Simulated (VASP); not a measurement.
Here is a VASP 6.6.1 calculation.

INCAR

```
PREC = Accurate ; ENCUT = 520
EDIFF = 1E-7 ; ISMEAR = 0
SIGMA = 0.01 ; LREAL = False
LASPH = True ; NELM = 100
ALGO = Normal ; ISIF = 2
LWAVE = False ; LCHARG = False
GGA = PE ; NBANDS = 16
```

KPOINTS

```
regular mesh
0
Gamma
  12 12 12
```

POSCAR

```
CdS
1.0
    0.0000000000      2.6914115341      2.6914115341
    2.6914115341      0.0000000000      2.6914115341
    2.6914115341      2.6914115341      0.0000000000
Cd S
1 1
Direct
    0.0000000000      0.0000000000      0.0000000000
    0.5000000000      0.5000000000      0.5000000000
```

Potentials or basis: VASP PAW PBE potentials, release 64 (Cd, S).

The run is started by

```bash
$ cat potpaw_PBE.64/Cd/POTCAR potpaw_PBE.64/S/POTCAR > POTCAR
$ mpirun -np 1 vasp_std > vasp.out
```

(1) Estimate the pressure.

(2) What does it give for the band gap on the k mesh?

Results:

(1) 5.7 GPa.

(2) 0.25 eV (least direct gap 1.99 eV).

Caveat: the cell stands under pressure; semilocal functionals underestimate gaps, and a narrow one can read as zero.
